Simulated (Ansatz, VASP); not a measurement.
# One calculation of C, two programs

File INCAR:

```
ALGO = Normal
EDIFF = 1E-6
ENCUT = 520
GGA = PS
ISIF = 2
ISMEAR = 0
IVDW = 12
LASPH = True
LCHARG = False
LREAL = False
LWAVE = False
NBANDS = 11
NELM = 80
PREC = Accurate
SIGMA = 0.05
```

KPOINTS

```
k-points
0
Gamma
  15 15 15
```

POSCAR

```
C
1.0
    1.2291305633      0.7096388616      3.2835658809
   -1.2291305633      0.7096388616      3.2835658809
    0.0000000000     -1.4192777231      3.2835658809
C
2
Direct
    0.1584476895      0.1747193539      0.1665835217
    0.8415523105      0.8252806461      0.8334164783
```

Input for Ansatz:

```yaml
crystal:
  lattice:
    - [1.2291305633, 0.7096388616, 3.2835658809]
    - [-1.2291305633, 0.7096388616, 3.2835658809]
    - [0.0, -1.4192777231, 3.2835658809]
  atoms:
    - { symbol: C, position: [0.1584476895, 0.1747193539, 0.1665835217] }
    - { symbol: C, position: [0.8415523105, 0.8252806461, 0.8334164783] }
basis:
  ecutwfc: 520.0
kpoints:
  mp_grid: { grid: [15, 15, 15] }
hamiltonian:
  xc: pbesol
  dispersion: d3bj
scf:
  occupations: { method: gaussian, width: 0.05 }
output:
  forces: true
  stress: true
  eigenvalues: true
```

Change from the starting cell: mode 5 frozen in at -0.020 Å, equal normal strain along x, y and z +0.0000.

Alike in both runs: task single point; functional PBEsol; dispersion D3(BJ); k mesh 15 × 15 × 15; occupations gaussian, width 0.05 eV; no spin polarisation.

```csv
,VASP,Ansatz
version,VASP 6.6.1,Ansatz 0.2.0
potentials or method,"VASP PAW PBE potentials, release 64 (C), cutoff 520 eV","scalar-relativistic, plane waves, PAW"
valence electrons in the cell,8,8
```

VASP gave:

```
gap on the k mesh at the Fermi level (eV)                     : 0.23
least direct gap on the mesh (eV)                             : 0.23
pressure (GPa)                                                : 1.4
traceless stress, the component that is largest in VASP (GPa) : -4.91
rms of the force components (eV/Å)                            : 1.283
```

Which values does Ansatz return?

gap on the k mesh at the Fermi level (eV): 0.23; least direct gap on the mesh (eV): 0.23; pressure (GPa): 0.8; traceless stress, the component that is largest in VASP (GPa): -4.79; rms of the force components (eV/Å): 1.279.

VASP's potentials were made for PBE, not for PBEsol. Atom by atom the forces differ by 0.004 eV/Å (rms over components).
